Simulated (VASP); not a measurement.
# ZnO (P6_3mc) in VASP: further runs

Runs on ZnO. Level: PBEsol. Tasks: single point.

All numbers are computed with VASP 6.6.1; they aren't measurements. Logs are shortened: lines on timing, memory, paths and dates and some standing lists are left out, and cuts for length are marked.

### 1 The cell of the first run

Symmetry: P6_3mc, No. 186, hexagonal system. Conventional cell: a = 3.412 Å, b = 3.412 Å, c = 5.334 Å, α = 90.00°, β = 90.00°, γ = 120.00°. Within 2.7 Å of Zn (site symmetry 3m) lie 4 O at 2.04 to 2.07 Å. O (site symmetry 3m) has 4 Zn at 2.04 to 2.07 Å within 2.7 Å.

### 2 Single point, PBEsol (strain +0.050 along x and y, +0.025 along z)

INCAR

```
ALGO = Normal
EDIFF = 1E-6
ENCUT = 520
GGA = PS
ISIF = 2
ISMEAR = 0
LASPH = True
LCHARG = False
LREAL = False
LWAVE = False
NBANDS = 26
NELM = 80
PREC = Accurate
SIGMA = 0.05
```

KPOINTS

```
k-points
0
Gamma
  9 9 6
```

POSCAR

```
ZnO
1.0
    3.4118686601      0.0000000000      0.0000000000
   -1.7059343300      2.9547649340      0.0000000000
    0.0000000000      0.0000000000      5.3338950000
Zn O
2 2
Direct
    0.3333333333      0.6666666667      0.0000000000
    0.6666666667      0.3333333333      0.5000000000
    0.3333333333      0.6666666667      0.3821000000
    0.6666666667      0.3333333333      0.8821000000
```

Potentials or basis: VASP PAW PBE potentials, release 64 (Zn, O).

The run is started by

```console
cat potpaw_PBE.64/Zn/POTCAR potpaw_PBE.64/O/POTCAR > POTCAR
mpirun -np 1 vasp_std > vasp.out
```

OUTCAR:

```text
EDIFF = 1E-6
   ENCUT = 520
   GGA = PS
   ISIF = 2
   ISMEAR = 0
   LASPH = True
   LREAL = False
   NELM = 80
   PREC = Accurate

 ion  position               nearest neighbor table
   1  0.333  0.667  0.000-   3 2.04   4 2.07   4 2.07   4 2.07
   2  0.667  0.333  0.500-   4 2.04   3 2.07   3 2.07   3 2.07
   3  0.333  0.667  0.382-   1 2.04   2 2.07   2 2.07   2 2.07
   4  0.667  0.333  0.882-   2 2.04   1 2.07   1 2.07   1 2.07

  LATTYP: Found a hexagonal cell.
 ALAT       =     3.4118686601
 C/A-ratio  =     1.5633353834

  Lattice vectors:

 A1 = (   3.4118686601,   0.0000000000,   0.0000000000)
 A2 = (  -1.7059343300,   2.9547649340,   0.0000000000)
 A3 = (   0.0000000000,   0.0000000000,   5.3338950000)

Analysis of symmetry for initial positions (statically):
=====================================================================
 Subroutine PRICEL returns:
 Original cell was already a primitive cell.

 Routine SETGRP: Setting up the symmetry group for a
 hexagonal supercell.

 Subroutine GETGRP returns: Found 12 space group operations
 (whereof  6 operations were pure point group operations)
 out of a pool of 24 trial point group operations.

The static configuration has the point symmetry C_3v.
 The point group associated with its full space group is C_6v.

Analysis of symmetry for dynamics (positions and initial velocities):
=====================================================================
 Subroutine PRICEL returns:
 Original cell was already a primitive cell.

 Routine SETGRP: Setting up the symmetry group for a
 hexagonal supercell.

 Subroutine GETGRP returns: Found 12 space group operations
 (whereof  6 operations were pure point group operations)
 out of a pool of 24 trial point group operations.

The dynamic configuration has the point symmetry C_3v.
 The point group associated with its full space group is C_6v.

 Subroutine INISYM returns: Found 12 space group operations
 (whereof  6 operations are pure point group operations),
 and found     1 'primitive' translations

----------------------------------------------------------------------------------------

                                     Primitive cell

  volume of cell :      53.7724

  direct lattice vectors                    reciprocal lattice vectors
     3.411868660  0.000000000  0.000000000     0.293094518  0.169218199  0.000000000
    -1.705934330  2.954764934  0.000000000     0.000000000  0.338436398  0.000000000
     0.000000000  0.000000000  5.333895000     0.000000000  0.000000000  0.187480256

  length of vectors
     3.411868660  3.411868660  5.333895000     0.338436398  0.338436398  0.187480256

  position of ions in fractional coordinates (direct lattice)
     0.333333333  0.666666667  0.000000000
     0.666666667  0.333333333  0.500000000
     0.333333333  0.666666667  0.382100000
     0.666666667  0.333333333  0.882100000

  ion indices of the primitive-cell ions
   primitive index   ion index
                 1           1
                 2           2
                 3           3
                 4           4

----------------------------------------------------------------------------------------

 KPOINTS: k-points

Automatic generation of k-mesh.
 Grid dimensions read from file:
 generate k-points for:    9    9    6

 Generating k-lattice:

  Cartesian coordinates                     Fractional coordinates (reciprocal lattice)
     0.032566058  0.018802022  0.000000000     0.111111111 -0.000000000  0.000000000
     0.000000000  0.037604044  0.000000000     0.000000000  0.111111111  0.000000000
     0.000000000  0.000000000  0.031246709     0.000000000  0.000000000  0.166666667

  Length of vectors
     0.037604044  0.037604044  0.031246709

  Shift w.r.t. Gamma in fractional coordinates (k-lattice)
     0.000000000  0.000000000  0.000000000

 Subroutine IBZKPT returns following result:
 ===========================================

 Found     48 irreducible k-points:

 Following reciprocal coordinates:
            Coordinates               Weight
  0.000000  0.000000  0.000000      1.000000
  0.111111  0.000000  0.000000      6.000000
  0.222222  0.000000  0.000000      6.000000
  0.333333  0.000000  0.000000      6.000000
  0.444444  0.000000  0.000000      6.000000
  0.111111  0.111111  0.000000      6.000000
[... 16 lines left out ...]
  0.333333  0.222222  0.166667     24.000000
  0.333333  0.333333  0.166667      4.000000
 [... further k-points ...]
   k-points           NKPTS =     48   k-points in BZ     NKDIM =     48   number of bands    NBANDS=     26
   number of dos      NEDOS =    301   number of ions     NIONS =      4
   total plane-waves  NPLWV =  31360
   dimension x,y,z NGX =    28 NGY =   28 NGZ =   40
   dimension x,y,z NGXF=    56 NGYF=   56 NGZF=   80
   ions per type =               2   2
   NGX,Y,Z   is equivalent  to a cutoff of  13.64, 13.64, 12.47 a.u.
   NGXF,Y,Z  is equivalent  to a cutoff of  27.29, 27.29, 24.93 a.u.
 SYSTEM =  unknown system
   PREC   = accura    normal or accurate (medium, high low for compatibility)
   ISTART =      0    job   : 0-new  1-cont  2-samecut
   ICHARG =      2    charge: 1-file 2-atom 10-const
   ISPIN  =      1    spin polarized calculation?
   LNONCOLLINEAR =      F non collinear calculations
   LSORBIT =      F    spin-orbit coupling
   LASPH  =      T    aspherical Exc in radial PAW
   ENCUT  =  520.0 eV  38.22 Ry    6.18 a.u.   6.34  6.34  9.92*2*pi/ulx,y,z
   NELM   =     80;   NELMIN=  2; NELMDL= -5     # of ELM steps
   EDIFF  = 0.1E-05   stopping-criterion for ELM
   LREAL  =      F    real-space projection
   EDIFFG = 0.1E-04   stopping-criterion for IOM
   NSW    =      0    number of steps for IOM
   IBRION =     -1    ionic relax: 0-MD 1-quasi-New 2-CG
   NFREE  =      0    steps in history (QN), initial steepest desc. (CG)
   ISIF   =      2    stress and relaxation
   ISYM   =      2    0-nonsym 1-usesym 2-fastsym
   POTIM  = 0.5000    time-step for ionic-motion
   TEBEG  =    0.0;   TEEND  =   0.0 temperature during run
   PSTRESS=    0.0 pullay stress
   NELECT =      36.0000    total number of electrons
   NUPDOWN=      -1.0000    fix difference up-down
   EMIN   =  10.00;   EMAX   =-10.00  energy-range for DOS
   EFERMI =   0.00;   METHOD = LEGACY
   ISMEAR =     0;   SIGMA  =   0.05  broadening in eV -4-tet -1-fermi 0-gaus
   EFERMI_NEDOS =   21; number of points for ismear=-14 and -15
   IALGO  =     38    algorithm
   IMIX   =      4    mixing-type and parameters
     AMIX     =   0.40;   BMIX     =  1.00
     AMIX_MAG =   1.60;   BMIX_MAG =  1.00
  volume/ion in A,a.u.               =      13.44        90.72
  Fermi-wavevector in a.u.,A,eV,Ry     =   1.432152  2.706375 27.906354  2.051059
  Thomas-Fermi vector in A             =   2.551811
   LORBIT       =      0    0 simple, 1 ext, 2 COOP (PROOUT), +10 PAW based schemes
   GGA     = PS    functional components
   LHFCALC =     F    Hartree Fock is set to
   AEXX    =    0.0000 exact exchange contribution
   IVDW    =     0    specifies the selected vdW correction
   LEPSILON=     F    determine dielectric tensor
   LRPA    =     F    only Hartree local field effects (RPA)
 non-spin polarized calculation
 Gauss-broadening in eV      SIGMA  =   0.05
  energy-cutoff  :      520.00
  volume of cell :       53.77
 maximum number of plane-waves:      1470
 NGX is ok and might be reduce to    28
   NGX = 13   NGY = 13   NGZ = 19

 number of electron      36.0000032 magnetization

 Free energy of the ion-electron system (eV)
  ---------------------------------------------------
  ext. energy  EPLUGINS =         0.00000000
  ---------------------------------------------------
  free energy    TOTEN  =       -19.09888444 eV

  energy without entropy =      -19.09888444  energy(sigma->0) =      -19.09888444

 E-fermi :   0.2047     XC(G=0): -10.5447

 val. band max:        0.0060228119   @ k =   0.0000   0.0000   0.0000
 cond. band min:       0.5339502020   @ k =   0.0000   0.0000   0.0000
 fundamental gap:      0.5279273900
 Fermi energy:         0.2047487601

 k-point     1 :       0.0000    0.0000    0.0000
  band No.  band energies     occupation
      1     -17.1068      2.00000
      2     -16.5017      2.00000
      3      -5.1732      2.00000
      4      -5.1732      2.00000
      5      -5.1239      2.00000
      6      -5.0148      2.00000
[... 18 lines left out ...]
     25      13.0522      0.00000
     26      13.6850      0.00000

 k-point     2 :       0.1111    0.0000    0.0000
  band No.  band energies     occupation
      1     -17.0548      2.00000
      2     -16.4813      2.00000
      3      -5.2222      2.00000
      4      -5.1420      2.00000
      5      -5.0893      2.00000
      6      -5.0127      2.00000
[... 18 lines left out ...]
     25      13.1835      0.00000
     26      13.6861      0.00000

 k-point     3 :       0.2222    0.0000    0.0000
  band No.  band energies     occupation
      1     -16.9161      2.00000
      2     -16.4340      2.00000
      3      -5.3058      2.00000
      4      -5.0695      2.00000
      5      -5.0616      2.00000
      6      -4.9550      2.00000
[... 18 lines left out ...]
     25      12.8220      0.00000
     26      13.2309      0.00000

 k-point     4 :       0.3333    0.0000    0.0000
  band No.  band energies     occupation
      1     -16.7401      2.00000
      2     -16.3934      2.00000
      3      -5.3370      2.00000
      4      -5.0563      2.00000
      5      -5.0047      2.00000
      6      -4.8156      2.00000
[... 18 lines left out ...]
     25      12.5324      0.00000
     26      13.0318      0.00000

 k-point     5 :       0.4444    0.0000    0.0000
  band No.  band energies     occupation
      1     -16.6009      2.00000
      2     -16.3878      2.00000
      3      -5.2996      2.00000
      4      -5.0203      2.00000
      5      -4.9751      2.00000
      6      -4.6572      2.00000
[... 18 lines left out ...]
     25      12.5031      0.00000
     26      13.0316      0.00000

 k-point     6 :       0.1111    0.1111    0.0000
  band No.  band energies     occupation
      1     -16.9594      2.00000
      2     -16.4475      2.00000
      3      -5.2670      2.00000
      4      -5.1167      2.00000
      5      -5.0425      2.00000
      6      -5.0008      2.00000
[... 427 lines left out ...]
 k-point    21 :       0.4444    0.1111    0.1667
  band No.  band energies     occupation
      1     -16.5451      2.00000
      2     -16.4017      2.00000
      3      -5.2795      2.00000
      4      -5.0285      2.00000
      5      -4.9692      2.00000
      6      -4.6876      2.00000
[... 18 lines left out ...]
     25      12.1088      0.00000
     26      12.7821      0.00000

 k-point    22 :       0.2222    0.2222    0.1667
  band No.  band energies     occupation
      1     -16.6346      2.00000
      2     -16.4005      2.00000
      3      -5.1953      2.00000
      4      -5.1578      2.00000
      5      -4.9064      2.00000
      6      -4.8652      2.00000
[... 18 lines left out ...]
     25      11.2430      0.00000
     26      14.2092      0.00000

 k-point    23 :       0.3333    0.2222    0.1667
  band No.  band energies     occupation
      1     -16.5196      2.00000
      2     -16.4039      2.00000
      3      -5.1794      2.00000
      4      -5.0221      2.00000
      5      -4.8855      2.00000
      6      -4.7249      2.00000
[... 18 lines left out ...]
     25      11.9103      0.00000
     26      13.1633      0.00000

 k-point    24 :       0.3333    0.3333    0.1667
  band No.  band energies     occupation
      1     -16.4426      2.00000
      2     -16.4426      2.00000
      3      -5.1407      2.00000
      4      -4.9401      2.00000
      5      -4.9401      2.00000
      6      -4.5512      2.00000
[... 18 lines left out ...]
     25      12.7765      0.00000
     26      13.1661      0.00000

 [... further k-points ...]
[... 5 lines left out ...]
  --------------------------------------------------------------------------------------
  -------------------------------------------------------------------------------------
  Total       -5.0578576     -5.0578576     -3.6948442     -0.0000000     -0.0000000      0.0000000
  in kB     -150.7014668   -150.7014668   -110.0897824     -0.0000000     -0.0000000      0.0000000
  external PRESSURE =    -137.1642386 kB  Pullay stress =       0.0000000 kB

 VOLUME and BASIS-vectors are now :
 -----------------------------------------------------------------------------
  energy-cutoff  :      520.00
  volume of cell :       53.77
      direct lattice vectors                 reciprocal lattice vectors
     3.411868660  0.000000000  0.000000000     0.293094518  0.169218199  0.000000000
    -1.705934330  2.954764934  0.000000000     0.000000000  0.338436398  0.000000000
     0.000000000  0.000000000  5.333895000     0.000000000  0.000000000  0.187480256

 POSITION                                       TOTAL-FORCE (eV/Angst)
 -----------------------------------------------------------------------------------
     -0.00000      1.96984      0.00000        -0.000000      0.000000     -0.051761
      1.70593      0.98492      2.66695         0.000000     -0.000000     -0.051761
     -0.00000      1.96984      2.03808        -0.000000      0.000000      0.051761
      1.70593      0.98492      4.70503        -0.000000      0.000000      0.051761
 -----------------------------------------------------------------------------------
    total drift:                               -0.000000     -0.000000     -0.001218

  FREE ENERGIE OF THE ION-ELECTRON SYSTEM (eV)
  ---------------------------------------------------
  free  energy   TOTEN  =       -19.0988844356 eV

  energy  without entropy=      -19.0988844355  energy(sigma->0) =      -19.09888444
```

Wall time 97 s (1 thread of Intel Xeon Platinum 8488C (Sapphire Rapids), shared host); peak memory 0.2 GiB.

What came out:

| Quantity | Value |
| --- | --- |
| Free energy | -19.0989 eV |
| Pressure | -13.7 GPa |
| Largest force | 0.052 eV/Å |
| Band gap on the k mesh | 0.53 eV, direct |

Forces on the atoms (eV/Å):
```
Zn   0.000  0.000 -0.052
Zn   0.000  0.000 -0.052
O    0.000  0.000  0.052
O    0.000  0.000  0.052
```

Levels at points of the mesh, in eV from the valence-band top:
| k point | band 14 | band 15 | band 16 | band 17 | band 18 | band 19 | band 20 | band 21 | band 22 | band 23 |
| --- | --- | --- | --- | --- | --- | --- | --- | --- | --- | --- |
| (0.00, 0.00, 0.00) | -0.72 | -0.72 | -0.01 | 0.00 | 0.00 | 0.53 | 4.59 | 7.94 | 11.93 | 11.93 |
| (0.00, 0.00, 0.50) | -2.10 | -0.35 | -0.35 | -0.35 | -0.35 | 3.13 | 3.13 | 9.65 | 9.65 | 12.19 |

Caveat: the cell differs from its parent crystal (strain +0.050 along x and y, +0.025 along z); the PAW data sets were made with another functional, which shifts forces and pressure a little.

### 3 Single point, PBEsol (strain +0.050 along x and y, +0.050 along z)

INCAR

```
ALGO = Normal
EDIFF = 1E-6
ENCUT = 520
GGA = PS
ISIF = 2
ISMEAR = 0
LASPH = T
LCHARG = F
LREAL = F
LWAVE = F
NBANDS = 26
NELM = 80
PREC = Accurate
SIGMA = 0.05
```

KPOINTS is that of step 2.

Changes to POSCAR since step 2:

```diff
@@ -4,3 +4,3 @@
    -1.7059343300      2.9547649340      0.0000000000
-    0.0000000000      0.0000000000      5.3338950000
+    0.0000000000      0.0000000000      5.4639900000
 Zn O
```

Potentials or basis: VASP PAW PBE potentials, release 64 (Zn, O).

The run is started by

```console
cat potpaw_PBE.64/Zn/POTCAR potpaw_PBE.64/O/POTCAR > POTCAR
mpirun -np 1 vasp_std > vasp.out
```

Run time: 1.7 min. Hardware: 1 thread of Intel Xeon Platinum 8488C (Sapphire Rapids), shared host; peak memory 0.2 GiB.

Results (log left out):

```
Free energy            : -18.9928 eV
Pressure               : -15.5 GPa
Largest force          : 0.035 eV/Å
Band gap on the k mesh : 0.47 eV, direct
```

Forces in eV/Å, atoms in the order of the input:
```
Zn   0.000  0.000  0.035
Zn   0.000  0.000  0.035
O    0.000  0.000 -0.035
O    0.000  0.000 -0.035
```

Stress tensor (GPa, compression positive):
```
-15.80   0.00   0.00
  0.00 -15.80   0.00
  0.00   0.00 -15.01
```

Levels at points of the mesh, in eV from the valence-band top:
```
           k point  band 14  band 15  band 16  band 17  band 18  band 19  band 20  band 21  band 22  band 23
(0.00, 0.00, 0.00)    -0.64    -0.64    -0.04     0.00     0.00     0.47     4.54     7.64    11.98    11.98
(0.00, 0.00, 0.50)    -2.15    -0.32    -0.32    -0.32    -0.32     3.02     3.02     9.35     9.35    12.24
```

Caveat: the cell differs from its parent crystal (strain +0.050 along x and y, +0.050 along z); the PAW data sets were made with another functional, which shifts forces and pressure a little.

### 4 Single point, PBEsol (strain -0.025 along x and y, +0.000 along z)

INCAR

```
SYSTEM = ZnO
  ALGO = Normal
  EDIFF = 1E-6
  ENCUT = 910
  GGA = PS
  GGA_COMPAT = .FALSE.
  ISIF = 2
  ISMEAR = 0
  LASPH = .TRUE.
  LCHARG = .FALSE.
  LREAL = .FALSE.
  LWAVE = .FALSE.
  NBANDS = 26
  NELM = 120
  PREC = Accurate
  SIGMA = 0.05
```

KPOINTS

```
k-points
0
G
  9 9 6
  0 0 0
```

POSCAR

```
ZnO
1.0
    3.1681637558      0.0000000000      0.0000000000
   -1.5840818779      2.7437102959      0.0000000000
    0.0000000000      0.0000000000      5.2038000000
Zn O
2 2
Direct
    0.3333333333      0.6666666667      0.0000000000
    0.6666666667      0.3333333333      0.5000000000
    0.3333333333      0.6666666667      0.3821000000
    0.6666666667      0.3333333333      0.8821000000
```

Potentials or basis: VASP PAW PBE potentials, release 64 (Zn, O_h).

The run is started by

```console
cat potpaw_PBE.64/Zn/POTCAR potpaw_PBE.64/O_h/POTCAR > POTCAR
mpirun -np 1 vasp_std > vasp.out
```

Wall time 55 s (1 thread of Intel Xeon 6975P-C (Granite Rapids), shared host); peak memory 0.28 GiB.

Results (log left out):

```
Free energy            : -19.3560 eV
Pressure               : 7.5 GPa
Largest force          : 0.301 eV/Å
Band gap on the k mesh : 0.72 eV, direct
```

Forces in eV/Å, atoms in the order of the input:
```
Zn   0.000  0.000  0.301
Zn   0.000  0.000  0.301
O    0.000  0.000 -0.301
O    0.000  0.000 -0.301
```

Stress tensor (GPa, compression positive):
```
9.67 0.00 0.00
0.00 9.67 0.00
0.00 0.00 3.22
```

Levels at points of the mesh, in eV from the valence-band top:
| k point | band 16 | band 17 | band 18 | band 19 | band 20 | band 21 |
| --- | --- | --- | --- | --- | --- | --- |
| (0.00, 0.00, 0.00) | -0.19 | 0.00 | 0.00 | 0.72 | 5.32 | 8.03 |
| (0.00, 0.00, 0.50) | -0.39 | -0.39 | -0.39 | 3.43 | 3.43 | 9.94 |

Caveat: the cell differs from its parent crystal (strain -0.025 along x and y, +0.000 along z); the cutoff is under 1.25 times the usual one of these potentials, so pressure, stress and relaxed cells hold a basis-set (Pulay) error; the PAW data sets were made with another functional, which shifts forces and pressure a little.

### 5 Overview

```tsv
potentials or basis	cell	cutoff (eV)	second run	gap on the mesh (eV)	pressure (GPa)	largest force (eV/Å)
VASP PAW PBE potentials, release 64 (Zn, O)	a = 3.412, b = 3.412, c = 5.334 Å, angles 90.0, 90.0, 120.0°, 4 atoms	520	-	0.53	-13.7	0.05
VASP PAW PBE potentials, release 64 (Zn, O)	a = 3.412, b = 3.412, c = 5.464 Å, angles 90.0, 90.0, 120.0°, 4 atoms	520	-	0.47	-15.5	0.03
VASP PAW PBE potentials, release 64 (Zn, O_h)	a = 3.168, b = 3.168, c = 5.204 Å, angles 90.0, 90.0, 120.0°, 4 atoms	910	hard_potentials	0.72	7.5	0.30
```

Alike in all rows: task single point; level PBEsol; no spin polarisation; k mesh 9 × 9 × 6; smearing gaussian 0.05 eV.

Caveats: the PAW data sets were made with another functional, which shifts forces and pressure a little; the cutoff is under 1.25 times the usual one of these potentials, so pressure, stress and relaxed cells hold a basis-set (Pulay) error (some runs).

Total energies depend on the potentials used, so only differences within one code and one set of settings carry meaning.
